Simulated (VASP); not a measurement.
# C (Fd-3m) in VASP: a series of runs, part 2 of 2

VASP 6.6.1. The steps go on from the part before.

## 3. Single point, LDA

This run uses another cell than the first one, of 5.51 Å³/atom, 0.976 times its volume.

Contents of INCAR:

```
SYSTEM = C
PREC     = Accurate       ! precision mode
ENCUT    = 600            ! plane-wave cutoff, eV
EDIFF    = 1E-6           ! SCF threshold, eV
ISMEAR   = 0              ! smearing method
SIGMA    = 0.1            ! smearing width, eV
LREAL    = .FALSE.        ! projectors in reciprocal space
LASPH    = .TRUE.         ! aspherical terms in the spheres
NELM     = 120            ! most SCF steps
ALGO     = Normal         ! electronic algorithm
ISIF     = 2              ! what is computed and relaxed
LWAVE    = .FALSE.        ! write WAVECAR
LCHARG   = .FALSE.        ! write CHGCAR
GGA      = CA             ! functional
NBANDS   = 11             ! bands
GGA_COMPAT= .FALSE.
```

Contents of KPOINTS:

```
regular mesh
0
G
  10 10 10
  0 0 0
```

Contents of POSCAR:

```
C
1.0
    0.0000000000      1.7657957123      1.7657957123
    1.7657957123      0.0000000000      1.7657957123
    1.7657957123      1.7657957123      0.0000000000
C
2
Direct
    0.0000000000      0.0000000000      0.0000000000
    0.2500000000      0.2500000000      0.2500000000
```

Potentials or basis: VASP PAW LDA potentials, release 64 (C).

Launch:

```bash
> cat potpaw_LDA.64/C/POTCAR > POTCAR
> mpirun -np 1 vasp_std > vasp.out
```

OUTCAR:

```text
SYSTEM = C
   PREC = Accurate
   ENCUT = 600
   EDIFF = 1E-6
   ISMEAR = 0
   LREAL = .FALSE.
   LASPH = .TRUE.
   NELM = 120
   ISIF = 2
   GGA = CA

 ion  position               nearest neighbor table
   1  0.000  0.000  0.000-   2 1.53   2 1.53   2 1.53   2 1.53
   2  0.250  0.250  0.250-   1 1.53   1 1.53   1 1.53   1 1.53

  LATTYP: Found a face centered cubic cell.
 ALAT       =     3.5315914246

  Lattice vectors:

 A1 = (   0.0000000000,   1.7657957123,   1.7657957123)
 A2 = (   1.7657957123,   0.0000000000,   1.7657957123)
 A3 = (   1.7657957123,   1.7657957123,   0.0000000000)

Analysis of symmetry for initial positions (statically):
=====================================================================
 Subroutine PRICEL returns:
 Original cell was already a primitive cell.

 Routine SETGRP: Setting up the symmetry group for a
 face centered cubic supercell.

 Subroutine GETGRP returns: Found 48 space group operations
 (whereof 24 operations were pure point group operations)
 out of a pool of 48 trial point group operations.

The static configuration has the point symmetry T_d .
 The point group associated with its full space group is O_h .

Analysis of symmetry for dynamics (positions and initial velocities):
=====================================================================
 Subroutine PRICEL returns:
 Original cell was already a primitive cell.

 Routine SETGRP: Setting up the symmetry group for a
 face centered cubic supercell.

 Subroutine GETGRP returns: Found 48 space group operations
 (whereof 24 operations were pure point group operations)
 out of a pool of 48 trial point group operations.

The dynamic configuration has the point symmetry T_d .
 The point group associated with its full space group is O_h .

 Subroutine INISYM returns: Found 48 space group operations
 (whereof 24 operations are pure point group operations),
 and found     1 'primitive' translations
[... 119 lines left out ...]
   LORBIT       =      0    0 simple, 1 ext, 2 COOP (PROOUT), +10 PAW based schemes
   GGA     = CA    functional components
   LHFCALC =     F    Hartree Fock is set to
   AEXX    =    0.0000 exact exchange contribution
   IVDW    =     0    specifies the selected vdW correction
   LEPSILON=     F    determine dielectric tensor
   LRPA    =     F    only Hartree local field effects (RPA)
 non-spin polarized calculation
 Gauss-broadening in eV      SIGMA  =   0.10
  energy-cutoff  :      600.00
  volume of cell :       11.01
 maximum number of plane-waves:       377
   NGX =  9   NGY =  9   NGZ =  9

 number of electron       7.9999998 magnetization

 Free energy of the ion-electron system (eV)
  ---------------------------------------------------
  ext. energy  EPLUGINS =         0.00000000
  ---------------------------------------------------
  free energy    TOTEN  =       -20.25194190 eV

  energy without entropy =      -20.25194190  energy(sigma->0) =      -20.25194190

 E-fermi :  10.7470     XC(G=0): -13.6438

 val. band max:       10.1615189670   @ k =   0.0000   0.0000   0.0000
 cond. band min:      14.3657449030   @ k =   0.4000   0.4000   0.0000
 fundamental gap:      4.2042259361
 Fermi energy:        10.7469935037

 k-point     1 :       0.0000    0.0000    0.0000
  band No.  band energies     occupation
      1     -11.5562      2.00000
      2      10.1615      2.00000
      3      10.1615      2.00000
      4      10.1615      2.00000
      5      15.7881      0.00000
      6      15.7881      0.00000
      7      15.7881      0.00000
      8      24.4021      0.00000
      9      29.5602      0.00000
     10      37.1278      0.00000
     11      37.1278      0.00000
[... 309 lines left out ...]
 k-point    24 :       0.4000    0.3000    0.0000
  band No.  band energies     occupation
      1      -6.8719      2.00000
      2       2.1342      2.00000
      3       4.0224      2.00000
      4       4.6554      2.00000
      5      15.0018      0.00000
      6      18.2103      0.00000
      7      24.4537      0.00000
      8      24.5611      0.00000
      9      32.3162      0.00000
     10      33.1511      0.00000
     11      41.3055      0.00000

 [... further k-points ...]

------------------------ aborting loop because EDIFF is reached ----------------------------------------

  FORCE on cell =-STRESS in cart. coord.  units (eV):
  Direction    XX          YY          ZZ          XY          YZ          ZX
  --------------------------------------------------------------------------------------
  -------------------------------------------------------------------------------------
  Total        0.0614737      0.0614737      0.0614737      0.0000000     -0.0000000     -0.0000000
  in kB        8.9443506      8.9443506      8.9443506      0.0000000     -0.0000000     -0.0000000
  external PRESSURE =       8.9443506 kB  Pullay stress =       0.0000000 kB

 VOLUME and BASIS-vectors are now :
 -----------------------------------------------------------------------------
  energy-cutoff  :      600.00
  volume of cell :       11.01
      direct lattice vectors                 reciprocal lattice vectors
     0.000000000  1.765795712  1.765795712    -0.283158463  0.283158463  0.283158463
     1.765795712  0.000000000  1.765795712     0.283158463 -0.283158463  0.283158463
     1.765795712  1.765795712  0.000000000     0.283158463  0.283158463 -0.283158463

 POSITION                                       TOTAL-FORCE (eV/Angst)
 -----------------------------------------------------------------------------------
      0.00000      0.00000      0.00000         0.000000      0.000000      0.000000
      0.88290      0.88290      0.88290        -0.000000     -0.000000     -0.000000
 -----------------------------------------------------------------------------------
    total drift:                                0.000000      0.000000      0.000000

  FREE ENERGIE OF THE ION-ELECTRON SYSTEM (eV)
  ---------------------------------------------------
  free  energy   TOTEN  =       -20.2519418980 eV

  energy  without entropy=      -20.2519418980  energy(sigma->0) =      -20.25194190
```

OSZICAR:

```text
N       E                     dE             d eps       ncg     rms          rms(c)
DAV:   1    -0.222176125135E+00   -0.22218E+00   -0.52046E+03  1050   0.806E+02
DAV:   2    -0.207136842980E+02   -0.20492E+02   -0.19885E+02  1341   0.133E+02
DAV:   3    -0.211183781130E+02   -0.40469E+00   -0.40359E+00  1217   0.146E+01
DAV:   4    -0.211191218217E+02   -0.74371E-03   -0.74369E-03  1111   0.778E-01
DAV:   5    -0.211191228692E+02   -0.10476E-05   -0.10475E-05  1172   0.278E-02    0.589E+00
DAV:   6    -0.204758173964E+02    0.64331E+00   -0.34404E-01  1064   0.409E+00    0.341E+00
DAV:   7    -0.202520599031E+02    0.22376E+00   -0.40779E-01  1115   0.446E+00    0.749E-01
DAV:   8    -0.202519564173E+02    0.10349E-03   -0.99509E-03  1073   0.830E-01    0.292E-02
DAV:   9    -0.202519404063E+02    0.16011E-04   -0.37836E-05  1184   0.485E-02    0.208E-02
DAV:  10    -0.202519419752E+02   -0.15689E-05   -0.22186E-06  1104   0.124E-02    0.494E-03
DAV:  11    -0.202519418980E+02    0.77201E-07   -0.90954E-08   556   0.232E-03
   1 F= -.20251942E+02 E0= -.20251942E+02  d E =-.219662E-18
```

stdout:

```text
POSCAR found type information on POSCAR C
 POSCAR found :  1 types and       2 ions
 scaLAPACK will be used
 LDA part: xc-table for (Slater(with rela. corr.)+CA(PZ))
 , standard interpolation
 POSCAR, INCAR and KPOINTS ok, starting setup
 FFT: planning ... GRIDC
 FFT: planning ... GRID_SOFT
 FFT: planning ... GRID
 WAVECAR not read
 entering main loop
```

Wall time 12 s (1 thread of AMD EPYC 7R13, shared host); peak memory 0.08 GiB.

What came out:

- Free energy: -20.2519 eV
- Pressure: 0.9 GPa
- Band gap on the k mesh: 4.20 eV, indirect (least direct gap 5.63 eV)

A k mesh can miss the band edges. A hybrid or GW would open this gap; LDA tends to underestimate it.

## 4. Single point, LDA

This run uses another cell than the first one, of 5.51 Å³/atom, 0.976 times its volume.

Contents of INCAR:

```
SYSTEM = C
ALGO = Normal
EDIFF = 1E-6
ENCUT = 600
GGA_COMPAT = .FALSE.
ISIF = 2
ISMEAR = 0
LASPH = .TRUE.
LCHARG = .TRUE.
LELF = .TRUE.
LREAL = .FALSE.
LVHAR = .TRUE.
LWAVE = .FALSE.
NBANDS = 11
NELM = 120
PREC = Accurate
SIGMA = 0.02
```

Contents of KPOINTS:

```
k-points
0
G
  12 12 12
  0 0 0
```

Contents of POSCAR:

```
C
1.0
    0.0000000000      1.7657234629      1.7657234629
    1.7657234629      0.0000000000      1.7657234629
    1.7657234629      1.7657234629      0.0000000000
C
2
Direct
    0.0000000000      0.0000000000      0.0000000000
    0.2500000000      0.2500000000      0.2500000000
```

Launch:

```bash
> cat potpaw_LDA.64/C/POTCAR > POTCAR
> mpirun -np 1 vasp_std > vasp.out
```

It took 20 s on 1 thread of AMD EPYC 7R13, shared host; peak memory 0.08 GiB.

Results (log left out):

```
Free energy            : -20.2521 eV
Pressure               : 0.9 GPa
Band gap on the k mesh : 4.20 eV, indirect (least direct gap 5.63 eV)
```

Levels at points of the mesh, in eV from the valence-band top:
| k point | band 1 | band 2 | band 3 | band 4 | band 5 | band 6 | band 7 | band 8 |
| --- | --- | --- | --- | --- | --- | --- | --- | --- |
| (0.00, 0.00, 0.00) | -21.72 | 0.00 | 0.00 | 0.00 | 5.63 | 5.63 | 5.63 | 14.24 |
| (0.50, 0.00, 0.00) | -15.71 | -13.69 | -2.87 | -2.87 | 8.51 | 8.51 | 9.42 | 15.68 |
| (0.50, 0.50, 0.00) | -12.82 | -12.82 | -6.47 | -6.47 | 4.77 | 4.77 | 17.08 | 17.08 |

## 5. Overview

| cell | k mesh | smearing | gap on the mesh (eV) | pressure (GPa) |
| --- | --- | --- | --- | --- |
| a = 2.517 Å, angles 60.0°, 2 atoms | 8 × 8 × 8 | gaussian 0.1 eV | 4.11 | -9.9 |
| a = 2.497 Å, angles 60.0°, 2 atoms | 10 × 10 × 10 | gaussian 0.1 eV | 4.20 | 0.9 |
| a = 2.497 Å, angles 60.0°, 2 atoms | 12 × 12 × 12 | gaussian 0.02 eV | 4.20 | 0.9 |

Alike in all rows: task single point; level LDA; potentials or basis VASP PAW LDA potentials, release 64 (C); no spin polarisation; cutoff (eV) 600.

Total energies depend on the potentials used, so only differences within one code and one set of settings carry meaning.
